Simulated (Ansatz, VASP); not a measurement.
One calculation of MgCu3H6Cl2O6, two programs

```xyz
18
Lattice="6.2733 0.0000 0.0000 -3.1366 5.4328 0.0000 0.0000 0.0000 5.7472" Properties=species:S:1:pos:R:3 pbc="T T T"
Mg    0.0000    0.0000    0.0000
Cu    3.1366    0.0000    0.0000
Cu   -1.5683    2.7164    0.0000
Cu    1.5683    2.7164    0.0000
H    -1.2368    4.3360    1.8535
H     0.0000    2.1938    1.8535
H     1.2368    4.3360    1.8535
H     4.3734    1.0969    3.8937
H     1.8999    1.0969    3.8937
H     3.1366    3.2391    3.8937
Cl    3.1367    1.8109    2.1931
Cl    0.0000    3.6219    3.5541
O     1.4892    4.4817    0.9118
O    -1.4892    4.4817    0.9118
O     0.0000    1.9023    0.9118
O     3.1366    3.5306    4.8354
O     4.6259    0.9511    4.8354
O     1.6474    0.9511    4.8354
```

Alike in both runs: functional PBE; k mesh 4 × 4 × 4; occupations fermi-dirac, width 0.02 eV; collinear spin.

Ansatz relaxed the structure, and its values are those at the end. VASP's run is a single point on that final structure, the one shown.

```csv
,VASP,Ansatz
version,VASP 6.6.1,Ansatz 0.2.0
potentials or method,"VASP PAW PBE potentials, release 64 (Mg, Cu, H, Cl, O)","plane-wave PAW, scalar-relativistic"
plane-wave cutoff (eV),520,420
valence electrons in the cell,91,123
```

```csv
,VASP,Ansatz,Ansatz less VASP
pressure (GPa),1.3,1.3,-0.04
rms of the force components (eV/Å),0.039,0.004,-0.0348
net moment per atom (μB),0.17,0.17,0.000
size of the moment on the site where the two differ most (μB),0.16,0.07,-0.088
```

Site moments also hang on the region over which each program counts them. VASP's potentials hold 91 valence electrons a cell and Ansatz's 123, so a difference there can come from the potentials and not from the codes. Ansatz's warnings: stress scf threshold loose.
